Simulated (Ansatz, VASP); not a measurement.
## Na4H: VASP beside Ansatz

```
CELL_PARAMETERS angstrom
7.26651 0.00000 0.00000
-2.42217 6.85093 0.00000
0.00000 0.00000 20.96654
ATOMIC_POSITIONS crystal
Na 0.25000 0.25000 0.19078
Na 0.25000 0.75000 0.19078
Na 0.75000 0.25000 0.19078
Na 0.75000 0.75000 0.19078
Na 0.00000 0.00000 0.33227
Na 0.00000 0.50000 0.33227
Na 0.50000 0.00000 0.33227
Na 0.50000 0.50000 0.33227
H 0.84621 0.75000 0.35373
H 0.15379 0.75000 0.35373
```

Alike in both runs: task single point; functional PBE; k mesh 4 × 4 × 1; occupations gaussian, width 0.1 eV; no spin polarisation.

|  | VASP | Ansatz |
| --- | --- | --- |
| version | VASP 6.6.1 | Ansatz 0.2.0 |
| potentials or method | VASP PAW PBE potentials, release 64 (Na_pv, H), cutoff 520 eV | scalar-relativistic, plane waves, PAW |
| valence electrons in the cell | 58 | 74 |

```csv
,VASP,Ansatz,Ansatz less VASP
gap on the k mesh at the Fermi level (eV),none,none,-
rms of the force components (eV/Å),0.463,0.459,-0.0044
```

Atom by atom the forces differ by 0.006 eV/Å (rms over components). A gap of «none» marks a metal or a gap that the smearing closes. VASP's potentials hold 58 valence electrons a cell and Ansatz's 74, so a difference there can come from the potentials and not from the codes.
